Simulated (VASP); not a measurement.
The system is Pr3B.

```
CELL_PARAMETERS angstrom
0.00000 3.54676 3.54676
3.54676 0.00000 3.54676
3.54676 3.54676 0.00000
ATOMIC_POSITIONS crystal
Pr 0.75000 0.75000 0.75000
Pr 0.25000 0.25000 0.25000
Pr 0.00000 0.00000 0.00000
B 0.50000 0.50000 0.50000
```

The cell was built from a structure type or drawn by symmetry, and may not be a known phase.

| Property | Result |
| --- | --- |
| Program | VASP 6.6.1 |
| Task | relaxation of cell and atoms |
| Functional | PBE |
| Potentials or basis | VASP PAW PBE potentials, release 64 (Pr_3, B), 4f in core |
| Cutoff | 500 eV |
| k mesh | 4 × 4 × 4 |
| Occupations | gaussian, width 0.1 eV |
| Spin | no spin polarisation |

At the start: pressure 8.1 GPa; volume 22.31 Å³/atom.

**Question.** How do energy, volume and symmetry change on relaxing?

**Answer.** Over 3 steps the energy falls by 72.5 meV/atom and the volume is 25.56 Å³/atom (+14.6 %); space group Fm-3m (No. 225, to 0.1 Å) before and after.

Step by step:
| step | energy change (eV) | largest force (eV/Å) | pressure (GPa) | volume (Å³) |
| --- | --- | --- | --- | --- |
| 1 | 0.0000 | 0.0000 | 8.09 | 89.23 |
| 2 | -0.2833 | 0.0000 | -0.87 | 104.59 |
| 3 | -0.2900 | 0.0000 | 0.00 | 102.25 |

Final structure:
```cif
data_structure
_symmetry_space_group_name_H-M 'P 1'
_symmetry_Int_Tables_number 1
_cell_length_a 5.2488
_cell_length_b 5.2488
_cell_length_c 5.2488
_cell_angle_alpha 60.000
_cell_angle_beta 60.000
_cell_angle_gamma 60.000
_cell_volume 102.25
loop_
_atom_site_label
_atom_site_type_symbol
_atom_site_fract_x
_atom_site_fract_y
_atom_site_fract_z
_atom_site_occupancy
Pr1 Pr 0.75000 0.75000 0.75000 1
Pr2 Pr 0.25000 0.25000 0.25000 1
Pr3 Pr 0.00000 0.00000 0.00000 1
B1 B 0.50000 0.50000 0.50000 1
```

Caveat: the k points lie up to 0.37 Å⁻¹ apart in the final cell.
